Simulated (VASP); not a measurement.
Crystal: LiH.

```
Li H
1.0
     0.00000    2.10679    1.99847
     2.10679    0.00000    1.99847
     2.10679    2.10679    0.00000
Li H
1 1
Cartesian
  0.0000 0.0000 0.0000
  2.1068 2.1068 1.9985
```

This cell differs from its parent crystal: biaxial xy strain +5.4%.

Base run:

```yaml
Program: VASP 6.6.1
Functional: r2SCAN
Potentials_or_basis: VASP PAW PBE potentials, release 64 (Li_sv, H)
Cutoff: 520 eV
k_mesh: 10 × 10 × 10
Occupations: gaussian, width 0.01 eV
Spin: no spin polarisation
```

Its results: band gap on the k mesh 3.16 eV, indirect (least direct gap 3.53 eV).

Task: The run is repeated on the same cell with these changes: functional from r2SCAN to PBE; occupations from gaussian, width 0.01 eV to fermi-dirac, width 0.02 eV. What comes out?

Result: Band gap on the k mesh 2.58 eV, indirect (least direct gap 2.96 eV).

A k mesh can miss the band edges.
